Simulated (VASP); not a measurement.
Input of a VASP 6.6.1 run:

The input INCAR:

```
ALGO = Normal
EDIFF = 1E-6
EDIFFG = -0.01
ENCUT = 600
GGA = PE
IBRION = 2
ISIF = 3
ISMEAR = 0
LASPH = True
LCHARG = False
LREAL = False
LWAVE = False
NELM = 100
NSW = 100
PREC = Accurate
SIGMA = 0.1
```

Contents of KPOINTS:

```
k-points
0
Gamma
  12 12 8
```

Contents of POSCAR:

```
MoS
1.0
    3.2695122525      0.0000000000      0.0000000000
   -1.6347561262      2.8314806687      0.0000000000
    0.0000000000      0.0000000000      6.3298144931
Mo S
2 2
Direct
    0.0000000000      0.0000000000      0.0000000000
    0.0000000000      0.0000000000      0.5000000000
    0.3333333333      0.6666666667      0.2500000000
    0.6666666667      0.3333333333      0.7500000000
```

Potentials or basis: VASP PAW PBE potentials, release 64 (Mo_sv, S).

The run is started by

```bash
$ cat potpaw_PBE.64/Mo_sv/POTCAR potpaw_PBE.64/S/POTCAR > POTCAR
$ mpirun -np 1 vasp_std > vasp.out
```

Q: Estimate the relaxed volume.

A: 14.60 Å³/atom.

Q: Predict the band gap on the k mesh.

A: Zero (band 20 reaches 13.14 eV, above the bottom of band 21 at 10.41 eV).

Q: Estimate the relaxed cell.

A: a = 3.231 Å, b = 3.231 Å, c = 6.460 Å, α = 90.00°, β = 90.00°, γ = 120.00°.

Final structure:
```cif
data_structure
_symmetry_space_group_name_H-M 'P 1'
_symmetry_Int_Tables_number 1
_cell_length_a 3.2314
_cell_length_b 3.2314
_cell_length_c 6.4598
_cell_angle_alpha 90.000
_cell_angle_beta 90.000
_cell_angle_gamma 120.000
_cell_volume 58.42
loop_
_atom_site_label
_atom_site_type_symbol
_atom_site_fract_x
_atom_site_fract_y
_atom_site_fract_z
_atom_site_occupancy
Mo1 Mo 0.00000 0.00000 0.00000 1
Mo2 Mo 0.00000 0.00000 0.50000 1
S1 S 0.33333 0.66667 0.25000 1
S2 S 0.66667 0.33333 0.75000 1
```
